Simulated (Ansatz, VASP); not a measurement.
**N in VASP and in Ansatz**

```
N
1.0
     5.64900   -0.05649   -0.05649
    -0.05649    5.64900   -0.05649
    -0.05649   -0.05649    5.64900
N
4
Cartesian
  0.1661 0.1661 0.1661
  2.5703 5.4230 2.9126
  2.9126 2.5703 5.4230
  5.4230 2.9126 2.5703
```

Change from the starting cell: equal xy, yz and zx shear strains of -2 %.

Alike in both runs: task single point; functional PBEsol; k mesh 4 × 4 × 4; occupations fermi-dirac, width 0.02 eV; no spin polarisation.

|  | VASP | Ansatz |
| --- | --- | --- |
| version | VASP 6.6.1 | Ansatz 0.2.0 |
| potentials or method | VASP PAW PBE potentials, release 64 (N), cutoff 520 eV | all-electron LAPW, scalar-relativistic |

|  | VASP | Ansatz | Ansatz less VASP |
| --- | --- | --- | --- |
| pressure (GPa) | -4.2 | -4.1 | +0.04 |
| traceless stress, the component that is largest in VASP (GPa) | -0.17 | -0.17 | +0.001 |
| rms of the force components (eV/Å) | 0.228 | 0.229 | +0.0005 |

VASP's potentials were made for PBE, not for PBEsol. Atom by atom the forces differ by 0.001 eV/Å (rms over components). Ansatz ran all-electron here, and VASP with PAW potentials.
